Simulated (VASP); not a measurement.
Runs of VASP 6.6.1 on C. The structure is that of space group Fd-3m (No. 227), or close to it. The cells are those of the table. 

| potentials or basis | cell | cutoff (eV) | second run | gap on the mesh (eV) | pressure (GPa) |
| --- | --- | --- | --- | --- | --- |
| VASP PAW PBE potentials, release 64 (C) | a = 2.363, b = 2.363, c = 2.312 Å, angles 60.7, 60.7, 58.6°, 2 atoms | 520 | - | 3.93 | 137.9 |
| VASP PAW PBE potentials, release 64 (C) | a = 2.463, b = 2.463, c = 2.513 Å, angles 59.3, 59.3, 61.3°, 2 atoms | 520 | - | 3.11 | 21.1 |
| VASP PAW PBE potentials, release 64 (C) | a = 2.564, b = 2.564, c = 2.613 Å, angles 59.4, 59.4, 61.3°, 2 atoms | 520 | - | (b) | -29.7 |
| VASP PAW PBE potentials, release 64 (C) | a = 2.515, b = 2.515, c = 2.412 Å, angles 61.3, 61.3, 57.3°, 2 atoms | 520 | - | 3.12 | 22.0 |
| VASP PAW PBE potentials, release 64 (C) | a = 2.714 Å, angles 60.0°, 2 atoms | 520 | - | 3.55 | -67.0 |
| VASP PAW PBE potentials, release 64 (C_h) | a = 2.463, b = 2.463, c = 2.513 Å, angles 59.3, 59.3, 61.3°, 2 atoms | 910 | hard_potentials | 3.11 | (a) |
| VASP PAW PBE potentials, release 64 (C) | a = 2.664, b = 2.664, c = 2.613 Å, angles 60.6, 60.6, 58.7°, 2 atoms | 520 | - | 3.28 | -51.8 |
| VASP PAW PBE potentials, release 64 (C) | a = 2.613 Å, angles 60.0°, 2 atoms | 520 | - | 3.80 | -42.0 |

Alike in all rows: task single point; level PBEsol; no spin polarisation; k mesh 12 × 12 × 12; smearing gaussian 0.05 eV.

Task: Fill in the values left out.

Result: (a) 19.8; (b) 2.95.

Caveats: the PAW data sets were made with another functional, which shifts forces and pressure a little; the cutoff is under 1.25 times the usual one of these potentials, so pressure, stress and relaxed cells hold a basis-set (Pulay) error (some runs).

A k mesh can miss the band edges.
